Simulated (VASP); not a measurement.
# Cu (C2/c) in VASP: further runs, part 2 of 2

VASP 6.6.1.

## 4. Single point, r2SCAN (volume scaled by 1.12)

Contents of POSCAR:

```
Cu
1.0
   -1.7660189281      1.4543951855      1.2949070362
    1.4543951855     -1.7660189281      1.2949070362
    3.3017865261      3.3017865261     -1.8656464914
Cu
2
Direct
    0.9586820061      0.0413179939      0.0000000000
    0.7913179939      0.2086820061      0.5000000000
```

Contents of INCAR.step1:

```
PREC = Accurate
ENCUT = 520
ISMEAR = -1
SIGMA = 0.1
LREAL = False
LASPH = True
NELM = 60
NBANDS = 18
GGA = PE
ALGO = Normal
EDIFF = 1E-4
LWAVE = True
LCHARG = False
```

Contents of INCAR.step2:

```
PREC = Accurate
ENCUT = 520
EDIFF = 1E-6
ISMEAR = -1
SIGMA = 0.1
LREAL = False
LASPH = True
NELM = 60
ALGO = Normal
ISIF = 2
LWAVE = False
LCHARG = False
METAGGA = R2SCAN
LMIXTAU = True
NBANDS = 18
ISTART = 1
```

Contents of KPOINTS:

```
Automatic mesh
0
Gamma
  18 18 9
```

Potentials or basis: VASP PAW PBE potentials, release 64 (Cu).

Launch:

```
$ cat potpaw_PBE.64/Cu/POTCAR > POTCAR
$ cp INCAR.step1 INCAR
$ mpirun -np 1 vasp_std > vasp.out
$ cp INCAR.step2 INCAR
$ mpirun -np 1 vasp_std > vasp.out
```

OUTCAR:

```text
PREC = Accurate
   ENCUT = 520
   EDIFF = 1E-6
   ISMEAR = -1
   LREAL = False
   LASPH = True
   NELM = 60
   ISIF = 2
   METAGGA = R2SCAN
   ISTART = 1

 ion  position               nearest neighbor table
   1  0.959  0.041  0.000-   2 2.63   2 2.63   2 2.63   2 2.63   2 2.63   2 2.63
   2  0.791  0.209  0.500-   1 2.63   1 2.63   1 2.63   1 2.63   1 2.63   1 2.63

  Warning from LATTYP: Got some problem with cell dimensions!
  Tried to take original basis but could not verify dimensions!
  LATTYP: Found a base centered monoclinic cell.
 ALAT       =     2.6270431370
 B/A-ratio  =     1.7336423798
 C/A-ratio  =     1.6331240623
 COS(beta)  =    -0.0010512110

  Lattice vectors:

 A1 = (   1.7660189281,  -1.4543951855,  -1.2949070362)
 A2 = (  -1.4543951855,   1.7660189281,  -1.2949070362)
 A3 = (   2.9901627835,   2.9901627835,   0.7241675810)

Analysis of symmetry for initial positions (statically):
=====================================================================
 Subroutine PRICEL returns:
 Original cell was already a primitive cell.

 Routine SETGRP: Setting up the symmetry group for a
 base centered monoclinic supercell.

 Subroutine GETGRP returns: Found  4 space group operations
 (whereof  2 operations were pure point group operations)
 out of a pool of  4 trial point group operations.

The static configuration has the point symmetry C_2 .
 The point group associated with its full space group is C_2h.

Analysis of symmetry for dynamics (positions and initial velocities):
=====================================================================
 Subroutine PRICEL returns:
 Original cell was already a primitive cell.

 Routine SETGRP: Setting up the symmetry group for a
 base centered monoclinic supercell.

 Subroutine GETGRP returns: Found  4 space group operations
[... 111 lines left out ...]
   ISYM   =      2    0-nonsym 1-usesym 2-fastsym
   POTIM  = 0.5000    time-step for ionic-motion
   TEBEG  =    0.0;   TEEND  =   0.0 temperature during run
   PSTRESS=    0.0 pullay stress
   NELECT =      22.0000    total number of electrons
   NUPDOWN=      -1.0000    fix difference up-down
   EMIN   =  10.00;   EMAX   =-10.00  energy-range for DOS
   EFERMI =   0.00;   METHOD = LEGACY
   ISMEAR =    -1;   SIGMA  =   0.10  broadening in eV -4-tet -1-fermi 0-gaus
   EFERMI_NEDOS =   21; number of points for ismear=-14 and -15
   IALGO  =     38    algorithm
   IMIX   =      4    mixing-type and parameters
     AMIX     =   0.40;   BMIX     =  1.00
     AMIX_MAG =   1.60;   BMIX_MAG =  1.00
  volume/ion in A,a.u.               =      12.83        86.60
  Fermi-wavevector in a.u.,A,eV,Ry     =   1.555126  2.938763 32.904577  2.418418
  Thomas-Fermi vector in A             =   2.659113
   LORBIT       =      0    0 simple, 1 ext, 2 COOP (PROOUT), +10 PAW based schemes
   METAGGA = R2SCAN    functional components
   LHFCALC =     F    Hartree Fock is set to
   AEXX    =    0.0000 exact exchange contribution
   IVDW    =     0    specifies the selected vdW correction
   LEPSILON=     F    determine dielectric tensor
   LRPA    =     F    only Hartree local field effects (RPA)
 non-spin polarized calculation
  energy-cutoff  :      520.00
  volume of cell :       25.67
 maximum number of plane-waves:       711
   NGX =  9   NGY =  9   NGZ = 19

 number of electron      22.0000007 magnetization

 Free energy of the ion-electron system (eV)
  ---------------------------------------------------
  ext. energy  EPLUGINS =         0.00000000
  ---------------------------------------------------
  free energy    TOTEN  =       -21.52298458 eV

  energy without entropy =      -21.50012652  energy(sigma->0) =      -21.51155555

 E-fermi :   6.3992     XC(G=0): -13.1918

 val. band max:        6.3990167686   @ k =  -0.1667   0.0000   0.3333
 cond. band min:       6.4023624975   @ k =   0.2222   0.1667  -0.0000
 fundamental gap:      0.0033457290
 Fermi energy:         6.3992197052

 k-point     1 :       0.0000    0.0000    0.0000
  band No.  band energies     occupation
      1      -2.6044      2.00000
      2       1.6508      2.00000
      3       3.5384      2.00000
      4       3.5825      2.00000
      5       3.5900      2.00000
      6       3.7682      2.00000
[... 481 lines left out ...]
      5       3.5355      2.00000
      6       3.7314      2.00000
[... 10 lines left out ...]
     17      27.5994      0.00000
     18      27.6323      0.00000

 [... further k-points ...]
[... 5 lines left out ...]
  --------------------------------------------------------------------------------------
  -------------------------------------------------------------------------------------
  Total       -2.0923718     -2.0923718     -2.1379213      0.0503834      0.0090365      0.0090365
  in kB     -130.6168976   -130.6168976   -133.4603430      3.1451949      0.5641083      0.5641071
  external PRESSURE =    -131.5647127 kB  Pullay stress =       0.0000000 kB

 VOLUME and BASIS-vectors are now :
 -----------------------------------------------------------------------------
  energy-cutoff  :      520.00
  volume of cell :       25.67
      direct lattice vectors                 reciprocal lattice vectors
    -1.766018928  1.454395185  1.294907036    -0.038212340  0.272306731  0.414295907
     1.454395185 -1.766018928  1.294907036     0.272306731 -0.038212340  0.414295907
     3.301786526  3.301786526 -1.865646491     0.162480124  0.162480124  0.039101390

 POSITION                                       TOTAL-FORCE (eV/Angst)
 -----------------------------------------------------------------------------------
     -1.63296      1.32133      1.29491        -0.000381      0.000381     -0.000000
      0.55692      2.43325      0.36208         0.000381     -0.000381      0.000000
 -----------------------------------------------------------------------------------
    total drift:                                0.000000      0.000000     -0.000000

  FREE ENERGIE OF THE ION-ELECTRON SYSTEM (eV)
  ---------------------------------------------------
  free  energy   TOTEN  =       -21.5229845770 eV

  energy  without entropy=      -21.5001265222  energy(sigma->0) =      -21.51155555
```

OUTCAR.step1:

```text
PREC = Accurate
   ENCUT = 520
   ISMEAR = -1
   LREAL = False
   LASPH = True
[... 731 lines left out ...]
     -1.63296      1.32133      1.29491         0.000076     -0.000076     -0.000000
      0.55692      2.43325      0.36208        -0.000076      0.000076      0.000000
 -----------------------------------------------------------------------------------
    total drift:                                0.000000      0.000000     -0.000000

  FREE ENERGIE OF THE ION-ELECTRON SYSTEM (eV)
  ---------------------------------------------------
  free  energy   TOTEN  =        -7.4086907259 eV

  energy  without entropy=       -7.3848134405  energy(sigma->0) =       -7.39675208
```

OSZICAR.step1:

```text
N       E                     dE             d eps       ncg     rms          rms(c)
DAV:   1     0.125222722924E+03    0.12522E+03   -0.10111E+04 29524   0.214E+03
DAV:   2    -0.298903150979E+01   -0.12821E+03   -0.12161E+03 27956   0.285E+02
DAV:   3    -0.906982067064E+01   -0.60808E+01   -0.58523E+01 31204   0.861E+01
DAV:   4    -0.913739072634E+01   -0.67570E-01   -0.67523E-01 32934   0.966E+00
DAV:   5    -0.913833117026E+01   -0.94044E-03   -0.94041E-03 34064   0.969E-01    0.107E+01
DAV:   6    -0.828785247418E+01    0.85048E+00   -0.12141E+01 29688   0.977E+01    0.622E+00
DAV:   7    -0.742677491000E+01    0.86108E+00   -0.26314E+00 30028   0.419E+01    0.603E-01
DAV:   8    -0.741468861914E+01    0.12086E-01   -0.32257E-02 41404   0.305E+00    0.594E-01
DAV:   9    -0.740868317673E+01    0.60054E-02   -0.12725E-02 31260   0.309E+00    0.508E-02
DAV:  10    -0.740869072591E+01   -0.75492E-05   -0.28283E-04 31420   0.322E-01
   1 F= -.74086907E+01 E0= -.73967521E+01  d E =-.238773E-01
```

Run time: 19 min. Hardware: 1 thread of Intel Xeon Platinum 8259CL at 2.50GHz (Skylake/Cascade Lake), shared host; peak memory 0.39 GiB.

What came out:

- Free energy: -21.5230 eV
- Pressure: -13.2 GPa
- Band gap on the k mesh: zero (band 11 reaches 10.40 eV, above the bottom of band 12 at 4.51 eV)

Levels at points of the mesh, in eV from the Fermi level:
| k point | band 9 | band 10 | band 11 | band 12 | band 13 | band 14 |
| --- | --- | --- | --- | --- | --- | --- |
| (0.00, 0.00, 0.00) | -2.38 | -1.72 | -1.72 | -0.77 | 3.59 | 21.45 |
| (0.50, 0.00, 0.00) | -1.58 | -1.58 | 0.64 | 0.65 | 4.66 | 4.68 |
| (0.50, 0.50, 0.00) | -1.60 | -1.54 | 0.03 | 1.49 | 7.76 | 8.11 |

Caveat: the cell differs from its parent crystal (volume scaled by 1.12); the PAW data sets were made with another functional, which shifts forces and pressure a little.

## 5. Single point, r2SCAN

This run uses another cell than the first one, of 11.46 Å³/atom, 0.962 times its volume.

Contents of POSCAR:

```
Cu
1.0
   -1.7005497681      1.4004784185      1.2469027511
    1.4004784185     -1.7005497681      1.2469027511
    3.1793839929      3.1793839929     -1.7964839775
Cu
2
Direct
    0.9586820061      0.0413179939      0.0000000000
    0.7913179939      0.2086820061      0.5000000000
```

Edit INCAR.step1 of step 4 so:

```diff
@@ -6,3 +6,4 @@
 LASPH = True
-NELM = 60
+NELM = 80
+ISYM = 0
 NBANDS = 18
```

Edit INCAR.step2 of step 4 so:

```diff
@@ -7,3 +7,3 @@
 LASPH = True
-NELM = 60
+NELM = 80
 ALGO = Normal
@@ -14,2 +14,3 @@
 LMIXTAU = True
+ISYM = 0
 NBANDS = 18
```

Contents of KPOINTS:

```
regular mesh
0
Gamma
  14 14 10
```

Launch:

```
$ cat potpaw_PBE.64/Cu/POTCAR > POTCAR
$ cp INCAR.step1 INCAR
$ mpirun -np 1 vasp_std > vasp.out
$ cp INCAR.step2 INCAR
$ mpirun -np 1 vasp_std > vasp.out
```

Wall time 15 min (1 thread of Intel Xeon Platinum 8488C (Sapphire Rapids), shared host); peak memory 0.42 GiB.

It converged, with:

```yaml
Free_energy: -21.6397 eV
Pressure: 0.8 GPa
Largest_force: 0.003 eV/Å
Band_gap_on_the_k_mesh: zero (band 11 reaches 11.58 eV, above the bottom of band 12 at 5.67 eV)
```

Forces on the atoms (eV/Å):
```
Cu   0.002 -0.002  0.000
Cu  -0.002  0.002  0.000
```

Levels at points of the mesh, in eV from the Fermi level:
| k point | band 9 | band 10 | band 11 | band 12 | band 13 | band 14 |
| --- | --- | --- | --- | --- | --- | --- |
| (0.00, 0.00, 0.00) | -2.61 | -1.83 | -1.83 | -1.09 | 4.18 | 22.44 |
| (0.50, 0.00, 0.00) | -1.66 | -1.66 | 0.53 | 0.54 | 5.30 | 5.31 |
| (0.00, 0.50, 0.00) | -1.66 | -1.66 | 0.53 | 0.54 | 5.30 | 5.31 |
| (0.50, 0.50, 0.00) | -1.68 | -1.62 | 0.02 | 1.73 | 8.31 | 8.82 |
| (0.00, 0.00, 0.50) | -2.06 | -2.06 | -2.06 | -2.06 | 13.30 | 13.30 |
| (0.50, 0.00, 0.50) | -1.68 | -1.62 | 0.02 | 1.76 | 8.30 | 8.82 |
| (0.00, 0.50, 0.50) | -1.68 | -1.62 | 0.02 | 1.76 | 8.30 | 8.82 |
| (0.50, 0.50, 0.50) | -1.66 | -1.66 | 0.52 | 0.52 | 5.30 | 5.30 |

Caveat: the PAW data sets were made with another functional, which shifts forces and pressure a little.

## 6. The runs side by side

| cell | k mesh | gap on the mesh (eV) | pressure (GPa) |
| --- | --- | --- | --- |
| a = 2.565, b = 2.565, c = 4.906 Å, angles 105.1, 105.1, 120.0°, 2 atoms | 18 × 18 × 9 | none | -5.2 |
| a = 2.597, b = 2.597, c = 4.968 Å, angles 105.1, 105.1, 120.0°, 2 atoms | 18 × 18 × 9 | none | -9.7 |
| a = 2.629, b = 2.629, c = 5.028 Å, angles 105.1, 105.1, 120.0°, 2 atoms | 18 × 18 × 9 | none | -13.2 |
| a = 2.531, b = 2.531, c = 4.842 Å, angles 105.1, 105.1, 120.0°, 2 atoms | 14 × 14 × 10 | none | 0.8 |

Alike in all rows: task single point; level r2SCAN; potentials or basis VASP PAW PBE potentials, release 64 (Cu); no spin polarisation; cutoff (eV) 520; smearing fermi-dirac 0.1 eV.

Caveats: the PAW data sets were made with another functional, which shifts forces and pressure a little.

Absolute energies hang on the potentials; compare differences alone.
